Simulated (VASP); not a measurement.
# Ir (Fm-3m) in VASP: notebook

The runs below take Ir through single point, with r2SCAN.

Everything below comes from runs of VASP 6.6.1. Logs are shortened: lines on timing, memory, paths and dates and some standing lists are left out, and cuts for length are marked.

## Step 1: The cell of the first run

Symmetry: Fm-3m, No. 225, cubic system. The conventional cell has a = 3.532 Å, b = 3.532 Å, c = 3.532 Å, α = 90.00°, β = 90.00°, γ = 90.00°. Ir (site symmetry m-3m) has 12 Ir at 2.50 Å within 3.3 Å.

## Step 2: Single point, r2SCAN (strain -0.080 along x and y, -0.080 along z)

Contents of POSCAR:

```
Ir
1.0
    0.0000000000      1.7661240000      1.7661240000
    1.7661240000      0.0000000000      1.7661240000
    1.7661240000      1.7661240000      0.0000000000
Ir
1
Direct
    0.0000000000      0.0000000000      0.0000000000
```

Contents of INCAR.step1:

```
  ALGO = Normal
  EDIFF = 1E-4
  ENCUT = 520
  GGA = PE
  ISMEAR = 0
  LASPH = True
  LCHARG = False
  LREAL = False
  LWAVE = True
  NBANDS = 10
  NELM = 100
  PREC = Accurate
  SIGMA = 0.15
```

Contents of INCAR.step2:

```
  ALGO = Normal
  EDIFF = 1E-6
  ENCUT = 520
  ISIF = 2
  ISMEAR = 0
  ISTART = 1
  LASPH = True
  LCHARG = False
  LMIXTAU = True
  LREAL = False
  LWAVE = False
  METAGGA = R2SCAN
  NBANDS = 10
  NELM = 100
  PREC = Accurate
  SIGMA = 0.15
```

Contents of KPOINTS:

```
k-points
0
Gamma
  22 22 22
```

Potentials or basis: VASP PAW PBE potentials, release 64 (Ir).

Started as:

```console
cat potpaw_PBE.64/Ir/POTCAR > POTCAR
cp INCAR.step1 INCAR
mpirun -np 1 vasp_std > vasp.out
cp INCAR.step2 INCAR
mpirun -np 1 vasp_std > vasp.out
```

OUTCAR:

```text
EDIFF = 1E-6
   ENCUT = 520
   ISIF = 2
   ISMEAR = 0
   ISTART = 1
   LASPH = True
   LREAL = False
   METAGGA = R2SCAN
   NELM = 100
   PREC = Accurate

 ion  position               nearest neighbor table
   1  0.000  0.000  0.000-

  LATTYP: Found a face centered cubic cell.
 ALAT       =     3.5322480000

  Lattice vectors:

 A1 = (   0.0000000000,   1.7661240000,   1.7661240000)
 A2 = (   1.7661240000,   0.0000000000,   1.7661240000)
 A3 = (   1.7661240000,   1.7661240000,   0.0000000000)

Analysis of symmetry for initial positions (statically):
=====================================================================
 Subroutine PRICEL returns:
 Original cell was already a primitive cell.

 Routine SETGRP: Setting up the symmetry group for a
 face centered cubic supercell.

 Subroutine GETGRP returns: Found 48 space group operations
 (whereof 48 operations were pure point group operations)
 out of a pool of 48 trial point group operations.

The static configuration has the point symmetry O_h .

Analysis of symmetry for dynamics (positions and initial velocities):
=====================================================================
 Subroutine PRICEL returns:
 Original cell was already a primitive cell.

 Routine SETGRP: Setting up the symmetry group for a
 face centered cubic supercell.

 Subroutine GETGRP returns: Found 48 space group operations
 (whereof 48 operations were pure point group operations)
 out of a pool of 48 trial point group operations.

The dynamic configuration has the point symmetry O_h .

 Subroutine INISYM returns: Found 48 space group operations
 (whereof 48 operations are pure point group operations),
 and found     1 'primitive' translations

----------------------------------------------------------------------------------------

                                     Primitive cell

  volume of cell :      11.0178

  direct lattice vectors                    reciprocal lattice vectors
     0.000000000  1.766124000  1.766124000    -0.283105829  0.283105829  0.283105829
     1.766124000  0.000000000  1.766124000     0.283105829 -0.283105829  0.283105829
     1.766124000  1.766124000  0.000000000     0.283105829  0.283105829 -0.283105829

  length of vectors
     2.497676514  2.497676514  2.497676514     0.490353681  0.490353681  0.490353681

  position of ions in fractional coordinates (direct lattice)
     0.000000000  0.000000000  0.000000000

  ion indices of the primitive-cell ions
   primitive index   ion index
                 1           1

----------------------------------------------------------------------------------------

 KPOINTS: k-points

Automatic generation of k-mesh.
 Grid dimensions read from file:
 generate k-points for:   22   22   22

 Generating k-lattice:

  Cartesian coordinates                     Fractional coordinates (reciprocal lattice)
    -0.012868447  0.012868447  0.012868447     0.045454545  0.000000000  0.000000000
     0.012868447 -0.012868447  0.012868447     0.000000000  0.045454545  0.000000000
     0.012868447  0.012868447 -0.012868447     0.000000000  0.000000000  0.045454545

  Length of vectors
     0.022288804  0.022288804  0.022288804

  Shift w.r.t. Gamma in fractional coordinates (k-lattice)
     0.000000000  0.000000000  0.000000000

 Subroutine IBZKPT returns following result:
 ===========================================

 Found    328 irreducible k-points:

 Following reciprocal coordinates:
            Coordinates               Weight
  0.000000  0.000000  0.000000      1.000000
  0.045455  0.000000  0.000000      8.000000
  0.090909  0.000000  0.000000      8.000000
  0.136364  0.000000  0.000000      8.000000
  0.181818  0.000000  0.000000      8.000000
  0.227273  0.000000  0.000000      8.000000
[... 16 lines left out ...]
  0.500000  0.045455  0.000000     24.000000
 -0.454545  0.045455  0.000000     24.000000
 [... further k-points ...]
   k-points           NKPTS =    328   k-points in BZ     NKDIM =    328   number of bands    NBANDS=     10
   number of dos      NEDOS =    301   number of ions     NIONS =      1
   total plane-waves  NPLWV =   8000
   dimension x,y,z NGX =    20 NGY =   20 NGZ =   20
   dimension x,y,z NGXF=    40 NGYF=   40 NGZF=   40
   ions per type =               1
   NGX,Y,Z   is equivalent  to a cutoff of  13.31, 13.31, 13.31 a.u.
   NGXF,Y,Z  is equivalent  to a cutoff of  26.62, 26.62, 26.62 a.u.
 SYSTEM =  unknown system
   PREC   = accura    normal or accurate (medium, high low for compatibility)
   ISTART =      1    job   : 0-new  1-cont  2-samecut
   ICHARG =      0    charge: 1-file 2-atom 10-const
   ISPIN  =      1    spin polarized calculation?
   LNONCOLLINEAR =      F non collinear calculations
   LSORBIT =      F    spin-orbit coupling
   LASPH  =      T    aspherical Exc in radial PAW
   ENCUT  =  520.0 eV  38.22 Ry    6.18 a.u.   4.64  4.64  4.64*2*pi/ulx,y,z
   NELM   =    100;   NELMIN=  2; NELMDL=  0     # of ELM steps
   EDIFF  = 0.1E-05   stopping-criterion for ELM
   LREAL  =      F    real-space projection
   EDIFFG = 0.1E-04   stopping-criterion for IOM
   NSW    =      0    number of steps for IOM
   IBRION =     -1    ionic relax: 0-MD 1-quasi-New 2-CG
   NFREE  =      0    steps in history (QN), initial steepest desc. (CG)
   ISIF   =      2    stress and relaxation
   ISYM   =      2    0-nonsym 1-usesym 2-fastsym
   POTIM  = 0.5000    time-step for ionic-motion
   TEBEG  =    0.0;   TEEND  =   0.0 temperature during run
   PSTRESS=    0.0 pullay stress
   NELECT =       9.0000    total number of electrons
   NUPDOWN=      -1.0000    fix difference up-down
   EMIN   =  10.00;   EMAX   =-10.00  energy-range for DOS
   EFERMI =   0.00;   METHOD = LEGACY
   ISMEAR =     0;   SIGMA  =   0.15  broadening in eV -4-tet -1-fermi 0-gaus
   EFERMI_NEDOS =   21; number of points for ismear=-14 and -15
   IALGO  =     38    algorithm
   IMIX   =      4    mixing-type and parameters
     AMIX     =   0.40;   BMIX     =  1.00
     AMIX_MAG =   1.60;   BMIX_MAG =  1.00
  volume/ion in A,a.u.               =      11.02        74.35
  Fermi-wavevector in a.u.,A,eV,Ry     =   1.530351  2.891945 31.864507  2.341975
  Thomas-Fermi vector in A             =   2.637846
   LORBIT       =      0    0 simple, 1 ext, 2 COOP (PROOUT), +10 PAW based schemes
   METAGGA = R2SCAN    functional components
   LHFCALC =     F    Hartree Fock is set to
   AEXX    =    0.0000 exact exchange contribution
   IVDW    =     0    specifies the selected vdW correction
   LEPSILON=     F    determine dielectric tensor
   LRPA    =     F    only Hartree local field effects (RPA)
 non-spin polarized calculation
 Gauss-broadening in eV      SIGMA  =   0.15
  energy-cutoff  :      520.00
  volume of cell :       11.02
 maximum number of plane-waves:       307
   NGX =  9   NGY =  9   NGZ =  9

 number of electron       9.0000000 magnetization

 Free energy of the ion-electron system (eV)
  ---------------------------------------------------
  ext. energy  EPLUGINS =         0.00000000
  ---------------------------------------------------
  free energy    TOTEN  =       -50.86941729 eV

  energy without entropy =      -50.86136054  energy(sigma->0) =      -50.86538892

 E-fermi :  15.1027     XC(G=0): -17.0936

 val. band max:       15.0849010481   @ k =   0.4545   0.3636   0.0000
 cond. band min:      15.1049539246   @ k =   0.4091   0.1818   0.0455
 fundamental gap:      0.0200528764
 Fermi energy:        15.1027155574

 k-point     1 :       0.0000    0.0000    0.0000
  band No.  band energies     occupation
      1       0.6393      2.00000
      2       9.2603      2.00000
      3       9.2603      2.00000
      4       9.2603      2.00000
      5      13.3144      2.00000
      6      13.3144      2.00000
      7      29.3640      0.00000
      8      36.8854      0.00000
      9      36.8854      0.00000
     10      36.8854      0.00000

 k-point     2 :       0.0455    0.0000    0.0000
  band No.  band energies     occupation
      1       0.7677      2.00000
      2       9.1801      2.00000
      3       9.3203      2.00000
      4       9.3203      2.00000
      5      13.2662      2.00000
      6      13.2662      2.00000
      7      29.6061      0.00000
      8      36.2702      0.00000
      9      37.1105      0.00000
     10      37.1105      0.00000

 k-point     3 :       0.0909    0.0000    0.0000
  band No.  band energies     occupation
      1       1.1405      2.00000
      2       8.9676      2.00000
      3       9.4851      2.00000
      4       9.4851      2.00000
      5      13.1463      2.00000
      6      13.1463      2.00000
      7      30.2897      0.00000
      8      34.9872      0.00000
      9      37.7708      0.00000
     10      37.7708      0.00000

 k-point     4 :       0.1364    0.0000    0.0000
  band No.  band energies     occupation
      1       1.7161      2.00000
      2       8.7011      2.00000
      3       9.7041      2.00000
      4       9.7041      2.00000
      5      13.0294      2.00000
      6      13.0294      2.00000
      7      31.2354      0.00000
      8      33.6897      0.00000
      9      38.8258      0.00000
     10      38.8258      0.00000
[... 222 lines left out ...]
 k-point    22 :       0.4545    0.0455    0.0000
  band No.  band energies     occupation
      1       3.7176      2.00000
      2       8.9429      2.00000
      3       9.1994      2.00000
      4      12.7811      2.00000
      5      16.4942      0.00000
      6      16.5830      0.00000
      7      26.4429      0.00000
      8      29.8254      0.00000
      9      38.4164      0.00000
     10      39.0087      0.00000

 k-point    23 :       0.5000    0.0455    0.0000
  band No.  band energies     occupation
      1       3.6739      2.00000
      2       8.8852      2.00000
      3       9.1133      2.00000
      4      13.3908      2.00000
      5      16.6095      0.00000
      6      17.0932      0.00000
      7      25.9010      0.00000
      8      29.3196      0.00000
      9      38.1260      0.00000
     10      38.2003      0.00000

 k-point    24 :      -0.4545    0.0455    0.0000
  band No.  band energies     occupation
      1       3.6843      2.00000
      2       8.9169      2.00000
      3       9.1100      2.00000
      4      13.2897      2.00000
      5      16.3771      0.00000
      6      17.1632      0.00000
      7      26.0257      0.00000
      8      29.4197      0.00000
      9      38.0343      0.00000
     10      38.5211      0.00000

 [... further k-points ...]
[... 5 lines left out ...]
  --------------------------------------------------------------------------------------
  -------------------------------------------------------------------------------------
  Total       12.9779874     12.9779874     12.9779874     -0.0000000     -0.0000000      0.0000000
  in kB     1887.2279389   1887.2279389   1887.2279389     -0.0000000     -0.0000000      0.0000000
  external PRESSURE =    1887.2279389 kB  Pullay stress =       0.0000000 kB

 VOLUME and BASIS-vectors are now :
 -----------------------------------------------------------------------------
  energy-cutoff  :      520.00
  volume of cell :       11.02
      direct lattice vectors                 reciprocal lattice vectors
     0.000000000  1.766124000  1.766124000    -0.283105829  0.283105829  0.283105829
     1.766124000  0.000000000  1.766124000     0.283105829 -0.283105829  0.283105829
     1.766124000  1.766124000  0.000000000     0.283105829  0.283105829 -0.283105829

 POSITION                                       TOTAL-FORCE (eV/Angst)
 -----------------------------------------------------------------------------------
      0.00000      0.00000      0.00000         0.000000      0.000000      0.000000
 -----------------------------------------------------------------------------------
    total drift:                                0.000000      0.000000     -0.000000

  FREE ENERGIE OF THE ION-ELECTRON SYSTEM (eV)
  ---------------------------------------------------
  free  energy   TOTEN  =       -50.8694172932 eV

  energy  without entropy=      -50.8613605443  energy(sigma->0) =      -50.86538892
```

It took 49 s on 1 thread of Intel Xeon 6975P-C (Granite Rapids), shared host; peak memory 0.16 GiB.

Results:

```
Free energy : -50.8694 eV
Pressure    : 188.7 GPa
```

Levels at points of the mesh, in eV from the Fermi level:
| k point | band 1 | band 2 | band 3 | band 4 | band 5 | band 6 | band 7 | band 8 |
| --- | --- | --- | --- | --- | --- | --- | --- | --- |
| (0.00, 0.00, 0.00) | -14.46 | -5.84 | -5.84 | -5.84 | -1.79 | -1.79 | 14.26 | 21.78 |
| (0.50, 0.00, 0.00) | -11.54 | -6.10 | -6.10 | -1.16 | 1.50 | 1.50 | 10.85 | 13.93 |
| (0.50, 0.50, 0.00) | -11.75 | -10.99 | 1.42 | 2.13 | 2.46 | 2.46 | 13.73 | 13.73 |

Caveat: the cell differs from its parent crystal (strain -0.080 along x and y, -0.080 along z); the PAW data sets were made with another functional, which shifts forces and pressure a little; spin-orbit coupling is left out, which moves the levels of the heavy elements.

## Step 3: Single point, r2SCAN (strain -0.040 along x and y, -0.040 along z)

Contents of POSCAR:

```
Ir
1.0
    0.0000000000      1.8429120000      1.8429120000
    1.8429120000      0.0000000000      1.8429120000
    1.8429120000      1.8429120000      0.0000000000
Ir
1
Direct
    0.0000000000      0.0000000000      0.0000000000
```

Contents of INCAR.step1:

```
PREC = Accurate
ENCUT = 520
ISMEAR = 0
SIGMA = 0.15
LREAL = F
LASPH = T
NELM = 100
NBANDS = 10
GGA = PE
ALGO = Normal
EDIFF = 1E-4
LWAVE = T
LCHARG = F
```

Contents of INCAR.step2:

```
PREC = Accurate
ENCUT = 520
EDIFF = 1E-7
ISMEAR = 0
SIGMA = 0.15
LREAL = F
LASPH = T
NELM = 100
ALGO = Normal
ISIF = 2
LWAVE = F
LCHARG = F
METAGGA = R2SCAN
LMIXTAU = T
NBANDS = 10
ISTART = 1
```

Contents of KPOINTS:

```
Automatic mesh
0
Gamma
  22 22 22
```

Potentials or basis: VASP PAW PBE potentials, release 64 (Ir).

Started as:

```console
cat potpaw_PBE.64/Ir/POTCAR > POTCAR
cp INCAR.step1 INCAR
mpirun -np 1 vasp_std > vasp.out
cp INCAR.step2 INCAR
mpirun -np 1 vasp_std > vasp.out
```

Run time: 62 s. Hardware: 1 thread of Intel Xeon 6975P-C (Granite Rapids), shared host; peak memory 0.16 GiB.

It converged, with:

```yaml
Free_energy: -52.0251 eV
Pressure: 70.5 GPa
```

Levels at points of the mesh, in eV from the Fermi level:
```csv
k point,band 1,band 2,band 3,band 4,band 5,band 6,band 7,band 8
"(0.00, 0.00, 0.00)",-12.91,-4.80,-4.80,-4.80,-1.49,-1.49,14.79,21.43
"(0.50, 0.00, 0.00)",-9.83,-5.00,-5.00,-0.97,1.20,1.20,9.11,14.43
"(0.50, 0.50, 0.00)",-9.79,-9.12,1.11,1.88,1.98,1.98,12.98,13.00
```

Caveat: the cell differs from its parent crystal (strain -0.040 along x and y, -0.040 along z); the PAW data sets were made with another functional, which shifts forces and pressure a little; spin-orbit coupling is left out, which moves the levels of the heavy elements.

## Step 4: Single point, r2SCAN (strain +0.040 along x and y, +0.040 along z)

Contents of POSCAR:

```
Ir
1.0
    0.0000000000      1.9964880000      1.9964880000
    1.9964880000      0.0000000000      1.9964880000
    1.9964880000      1.9964880000      0.0000000000
Ir
1
Direct
    0.0000000000      0.0000000000      0.0000000000
```

Contents of INCAR.step1:

```
SYSTEM = Ir
PREC     = Accurate       ! precision mode
ENCUT    = 520            ! plane-wave cutoff, eV
ISMEAR   = 0              ! smearing method
SIGMA    = 0.15           ! smearing width, eV
LREAL    = .FALSE.        ! projectors in reciprocal space
LASPH    = .TRUE.         ! aspherical terms in the spheres
NELM     = 80             ! most SCF steps
NBANDS   = 10             ! bands
GGA      = PE             ! functional
ALGO     = Normal         ! electronic algorithm
EDIFF    = 1E-4           ! SCF threshold, eV
LWAVE    = .TRUE.         ! write WAVECAR
LCHARG   = .FALSE.        ! write CHGCAR
```

Contents of INCAR.step2:

```
SYSTEM = Ir
PREC     = Accurate       ! precision mode
ENCUT    = 520            ! plane-wave cutoff, eV
EDIFF    = 1E-6           ! SCF threshold, eV
ISMEAR   = 0              ! smearing method
SIGMA    = 0.15           ! smearing width, eV
LREAL    = .FALSE.        ! projectors in reciprocal space
LASPH    = .TRUE.         ! aspherical terms in the spheres
NELM     = 80             ! most SCF steps
ALGO     = Normal         ! electronic algorithm
ISIF     = 2              ! what is computed and relaxed
LWAVE    = .FALSE.        ! write WAVECAR
LCHARG   = .FALSE.        ! write CHGCAR
METAGGA  = R2SCAN         ! meta-GGA
LMIXTAU  = .TRUE.       
NBANDS   = 10             ! bands
ISTART   = 1
```

Contents of KPOINTS:

```
Automatic mesh
0
G
  22 22 22
  0 0 0
```

Started as:

```console
cat potpaw_PBE.64/Ir/POTCAR > POTCAR
cp INCAR.step1 INCAR
mpirun -np 1 vasp_std > vasp.out
cp INCAR.step2 INCAR
mpirun -np 1 vasp_std > vasp.out
```

Run time: 56 s. Hardware: 1 thread of Intel Xeon 6975P-C (Granite Rapids), shared host; peak memory 0.19 GiB.

It converged, with:

```
Free energy : -52.1965 eV
Pressure    : -30.6 GPa
```

Levels at points of the mesh, in eV from the Fermi level:
| k point | band 2 | band 3 | band 4 | band 5 | band 6 | band 7 |
| --- | --- | --- | --- | --- | --- | --- |
| (0.00, 0.00, 0.00) | -3.31 | -3.31 | -3.31 | -1.08 | -1.08 | 15.31 |
| (0.50, 0.00, 0.00) | -3.43 | -3.43 | -0.34 | 0.76 | 0.76 | 6.53 |
| (0.50, 0.50, 0.00) | -6.36 | 0.67 | 1.29 | 1.29 | 1.85 | 9.54 |

Caveat: the cell differs from its parent crystal (strain +0.040 along x and y, +0.040 along z); the PAW data sets were made with another functional, which shifts forces and pressure a little; spin-orbit coupling is left out, which moves the levels of the heavy elements.

## Step 5: Single point, r2SCAN (strain +0.080 along x and y, +0.080 along z)

Contents of POSCAR:

```
Ir
1.0
    0.0000000000      2.0732760000      2.0732760000
    2.0732760000      0.0000000000      2.0732760000
    2.0732760000      2.0732760000      0.0000000000
Ir
1
Direct
    0.0000000000      0.0000000000      0.0000000000
```

Contents of INCAR.step1:

```
SYSTEM = Ir
ALGO = Normal
EDIFF = 1E-4
ENCUT = 520
GGA = PE
ISMEAR = 0
LASPH = .True.
LCHARG = .False.
LREAL = .False.
LWAVE = .True.
NBANDS = 10
NELM = 80
PREC = Accurate
SIGMA = 0.15
```

Contents of INCAR.step2:

```
SYSTEM = Ir
ALGO = Normal
EDIFF = 1E-6
ENCUT = 520
ISIF = 2
ISMEAR = 0
ISTART = 1
LASPH = .True.
LCHARG = .False.
LMIXTAU = .True.
LREAL = .False.
LWAVE = .False.
METAGGA = R2SCAN
NBANDS = 10
NELM = 80
PREC = Accurate
SIGMA = 0.15
```

Contents of KPOINTS:

```
k-points
0
Gamma
  22 22 22
  0 0 0
```

Started as:

```console
cat potpaw_PBE.64/Ir/POTCAR > POTCAR
cp INCAR.step1 INCAR
mpirun -np 1 vasp_std > vasp.out
cp INCAR.step2 INCAR
mpirun -np 1 vasp_std > vasp.out
```

Run time: 61 s. Hardware: 1 thread of Intel Xeon 6975P-C (Granite Rapids), shared host; peak memory 0.2 GiB.

It converged, with:

| Item | Value |
| --- | --- |
| Free energy | -51.7221 eV |
| Pressure | -46.6 GPa |

Levels at points of the mesh, in eV from the Fermi level:
| k point | band 2 | band 3 | band 4 | band 5 | band 6 | band 7 |
| --- | --- | --- | --- | --- | --- | --- |
| (0.00, 0.00, 0.00) | -2.76 | -2.76 | -2.76 | -0.93 | -0.93 | 15.37 |
| (0.50, 0.00, 0.00) | -2.86 | -2.86 | 0.01 | 0.61 | 0.61 | 5.58 |
| (0.50, 0.50, 0.00) | -5.33 | 0.52 | 1.05 | 1.05 | 1.95 | 8.23 |

Caveat: the cell differs from its parent crystal (strain +0.080 along x and y, +0.080 along z); the PAW data sets were made with another functional, which shifts forces and pressure a little; spin-orbit coupling is left out, which moves the levels of the heavy elements.

## Step 6: The runs side by side

| cell | gap on the mesh (eV) | pressure (GPa) |
| --- | --- | --- |
| a = 2.498 Å, angles 60.0°, 1 atom | none | 188.7 |
| a = 2.606 Å, angles 60.0°, 1 atom | none | 70.5 |
| a = 2.823 Å, angles 60.0°, 1 atom | none | -30.6 |
| a = 2.932 Å, angles 60.0°, 1 atom | none | -46.6 |

Alike in all rows: task single point; level r2SCAN; potentials or basis VASP PAW PBE potentials, release 64 (Ir); no spin polarisation; k mesh 22 × 22 × 22; cutoff (eV) 520; smearing gaussian 0.15 eV.

Caveats: the PAW data sets were made with another functional, which shifts forces and pressure a little; spin-orbit coupling is left out, which moves the levels of the heavy elements.

Total energies depend on the potentials used, so only differences within one code and one set of settings carry meaning.
